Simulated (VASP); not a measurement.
Input of a VASP 6.6.1 run:

POSCAR

```
ZnSe
1.0
    0.0000000000      2.8324206805      2.8324206805
    2.7763387510      0.0000000000      2.8324206805
    2.7763387510      2.8324206805      0.0000000000
Zn Se
1 1
Direct
    0.0000000000      0.0000000000      0.0000000000
    0.2500000000      0.2500000000      0.2500000000
```

Contents of INCAR.step1:

```
SYSTEM = ZnSe
  PREC = Accurate
  ENCUT = 520
  ISMEAR = 0
  SIGMA = 0.01
  LREAL = .False.
  LASPH = .True.
  NELM = 80
  NBANDS = 16
  GGA = PE
  ALGO = Normal
  EDIFF = 1E-4
  LWAVE = .True.
  LCHARG = .False.
```

INCAR.step2

```
SYSTEM = ZnSe
  PREC = Accurate
  ENCUT = 520
  EDIFF = 1E-6
  ISMEAR = 0
  SIGMA = 0.01
  LREAL = .False.
  LASPH = .True.
  NELM = 80
  ALGO = Normal
  ISIF = 2
  LWAVE = .False.
  LCHARG = .True.
  METAGGA = R2SCAN
  LMIXTAU = .True.
  LELF = .True.
  LVHAR = .True.
  NBANDS = 16
  ISTART = 1
```

The input KPOINTS:

```
regular mesh
0
Gamma
  8 8 8
  0 0 0
```

Potentials or basis: VASP PAW PBE potentials, release 64 (Zn, Se).

Command:

```sh
$ cat potpaw_PBE.64/Zn/POTCAR potpaw_PBE.64/Se/POTCAR > POTCAR
$ cp INCAR.step1 INCAR
$ mpirun -np 1 vasp_std > vasp.out
$ cp INCAR.step2 INCAR
$ mpirun -np 1 vasp_std > vasp.out
```

Task: What does it give for the pressure?

Result: 1.5 GPa.

Task: What does it give for the band gap on the k mesh?

Result: 1.91 eV, direct.

Stress tensor (GPa, compression positive):
```
1.98 0.00 0.00
0.00 1.24 0.00
0.00 0.00 1.24
```

Caveat: the cell differs from its parent crystal (uniaxial x strain -2.0%); the PAW data sets were made with another functional, which shifts forces and pressure a little.
